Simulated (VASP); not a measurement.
Write the native input for VASP 6.6.1 that does the following.

```yaml
Task: single point
Functional: PBEsol
Potentials_or_basis: VASP PAW PBE potentials, release 64 (C)
Cutoff: 600 eV
k_mesh: 10 × 10 × 10
Occupations: gaussian, width 0.02 eV
Spin: no spin polarisation
Dipole_correction: no
Further_INCAR_settings: ALGO = Normal; EDIFF = 1e-06; NBANDS = 11
```

The structure of C lies in POSCAR:

```
C
1.0
    0.0000000000      1.7590642429      1.7590642429
    1.7590642429      0.0000000000      1.7590642429
    1.7590642429      1.7590642429      0.0000000000
C
2
Direct
    0.0000000000      0.0000000000      0.0000000000
    0.2500000000      0.2500000000      0.2500000000
```

This cell differs from its parent crystal: strained cell.

One way to write it, as run:

INCAR

```
SYSTEM = C
PREC     = Accurate       ! precision mode
ENCUT    = 600            ! plane-wave cutoff, eV
EDIFF    = 1E-6           ! SCF threshold, eV
ISMEAR   = 0              ! smearing method
SIGMA    = 0.02           ! smearing width, eV
LREAL    = .FALSE.        ! projectors in reciprocal space
LASPH    = .TRUE.         ! aspherical terms in the spheres
NELM     = 120            ! most SCF steps
ALGO     = Normal         ! electronic algorithm
ISIF     = 2              ! what is computed and relaxed
LWAVE    = .FALSE.        ! write WAVECAR
LCHARG   = .FALSE.        ! write CHGCAR
GGA      = PS             ! functional
NBANDS   = 11             ! bands
GGA_COMPAT= .FALSE.
```

KPOINTS

```
Automatic mesh
0
G
  10 10 10
  0 0 0
```

Potentials or basis: VASP PAW PBE potentials, release 64 (C).

Command:

```console
$ cat potpaw_PBE.64/C/POTCAR > POTCAR
$ mpirun -np 1 vasp_std > vasp.out
```

It gave:

```
Pressure               : 14.9 GPa
Band gap on the k mesh : 4.13 eV, indirect (least direct gap 5.65 eV)
```

Caveat: the cell differs from its parent crystal (strained cell); the PAW data sets were made with another functional, which shifts forces and pressure a little.

Wall time 3.7 s on 1 thread of Intel(R) Xeon(R) Platinum 8488C (Sapphire Rapids) (shared host), peak memory 0.12 GiB.
